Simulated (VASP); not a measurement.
Wanted: the native input for a VASP 6.6.1 run.

- Task: single point
- Functional: PBE
- Potentials or basis: VASP PAW PBE potentials, release 64 (W_sv, C)
- Cutoff: 520 eV
- k mesh: 3 × 3 × 3
- Occupations: fermi-dirac, width 0.36 eV
- Spin: no spin polarisation
- Dipole correction: no
- Further INCAR settings: LREAL = Auto; ALGO = Normal; EDIFF = 1e-07; NBANDS = 86

The structure of WC lies in POSCAR:

```
WC
1.0
   -2.9936370000     -5.1851310000      0.0000000000
    4.4904550000     -2.5925650000      0.0000000000
    0.0000000000      0.0000000000      5.8758830000
W C
8 8
Direct
    0.7401728616      0.4921792702     -0.0005616177
    0.7803309163      0.4736552317      0.4915856902
    0.4958870335     -0.0021365828      0.0159125020
    0.5099223133     -0.0079897685      0.5160245703
    0.2461648882      0.4942992007     -0.0077775545
    0.2358951696      0.4933541274      0.4958573886
   -0.0210568390      0.0259135138      0.0019571527
   -0.0033832230      0.0145579587      0.5124676581
    0.5218618889      0.6827515384      0.2208348941
    0.4245638781      0.6887698762      0.7532484905
    0.2546970473      0.1657672785      0.2213965118
    0.2510513335      0.1898374576      0.6834206876
   -0.0199366708      0.6573313494      0.2253448546
    0.0213813955      0.6834292152      0.7499808965
    0.7562850200      0.1142741255      0.2500390154
    0.7395623071      0.1798884715      0.7236018825
```

The input as run:

INCAR

```
SYSTEM = WC
PREC = Accurate
ENCUT = 520
EDIFF = 1E-7
ISMEAR = -1
SIGMA = 0.36
LREAL = Auto
LASPH = .TRUE.
NELM = 80
ALGO = Normal
ISIF = 2
LWAVE = .FALSE.
LCHARG = .TRUE.
GGA = PE
LELF = .TRUE.
LVHAR = .TRUE.
NBANDS = 86
```

KPOINTS

```
Automatic mesh
0
G
  3 3 3
  0 0 0
```

Potentials or basis: VASP PAW PBE potentials, release 64 (W_sv, C).

The run is started by

```console
$ cat potpaw_PBE.64/W_sv/POTCAR potpaw_PBE.64/C/POTCAR > POTCAR
$ mpirun -np 1 vasp_std > vasp.out
```

It gave:

```json
{"Pressure": "-8.5 GPa", "Largest force": "5.231 eV/Å", "Band gap on the k mesh": "zero (bands 72 and 73 overlap by 0.05 eV)"}
```

Caveat: the k points lie up to 0.40 Å⁻¹ apart; so wide a smearing shifts energies and pressures; spin-orbit coupling is left out, which moves the levels of the heavy elements; forces of over 1 eV/Å act on the atoms, so gaps and moduli don't describe the material at rest.

It took 19 min on 1 thread of Intel Xeon 8259CL, with other jobs on the host, peak memory 0.34 GiB.
